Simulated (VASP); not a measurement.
Write the native input for VASP 6.6.1 that does the following.

| Quantity | Value |
| --- | --- |
| Task | single point |
| Functional | HSE06 |
| Potentials or basis | VASP PAW PBE potentials, release 64 (Zn) |
| Cutoff | 520 eV |
| k mesh | 8 × 8 × 8 |
| Occupations | fermi-dirac, width 0.05 eV |
| Spin | no spin polarisation |
| Dipole correction | no |
| Grid for exact exchange (PRECFOCK) | Normal |
| Further INCAR settings | ALGO = Normal; EDIFF = 1e-06; NBANDS = 12 |
| Screening parameter | 0.2079 1/Å |

The system is Zn.

```
CELL_PARAMETERS angstrom
-1.57943 1.57943 1.57943
1.57943 -1.57943 1.57943
1.57943 1.57943 -1.57943
ATOMIC_POSITIONS crystal
Zn 0.00000 0.00000 0.00000
```

One way to write it, as run:

POSCAR

```
Zn
1.0
   -1.5794282763      1.5794282763      1.5794282763
    1.5794282763     -1.5794282763      1.5794282763
    1.5794282763      1.5794282763     -1.5794282763
Zn
1
Direct
    0.0000000000      0.0000000000      0.0000000000
```

INCAR.step1

```
PREC = Accurate
ENCUT = 520
EDIFF = 1E-5
ISMEAR = -1
SIGMA = 0.05
LREAL = F
LASPH = T
NELM = 60
ALGO = Normal
ISIF = 2
LWAVE = T
GGA = PE
NBANDS = 12
```

INCAR.step2

```
PREC = Accurate
ENCUT = 520
EDIFF = 1E-6
ISMEAR = -1
SIGMA = 0.05
LREAL = F
LASPH = T
NELM = 60
ALGO = Normal
ISIF = 2
LWAVE = F
LCHARG = T
GGA = PE
LHFCALC = T
HFSCREEN = 0.2079
PRECFOCK = Normal
LELF = T
LVHAR = T
ISTART = 1
NBANDS = 12
```

KPOINTS

```
regular mesh
0
Gamma
  8 8 8
```

Potentials or basis: VASP PAW PBE potentials, release 64 (Zn).

Run with:

```bash
$ cat potpaw_PBE.64/Zn/POTCAR > POTCAR
$ cp INCAR.step1 INCAR
$ mpirun -np 1 vasp_std > vasp.out
$ cp INCAR.step2 INCAR
$ mpirun -np 1 vasp_std > vasp.out
```

It gave:

```
Pressure               : -2.8 GPa
Band gap on the k mesh : zero (band 6 reaches 7.62 eV, above the bottom of band 7 at 1.87 eV)
```

Caveat: the PAW data sets were made with another functional, which shifts forces and pressure a little.

It took 16 min on 1 thread of Intel(R) Xeon(R) Platinum 8488C (Sapphire Rapids) (shared host), peak memory 0.24 GiB.
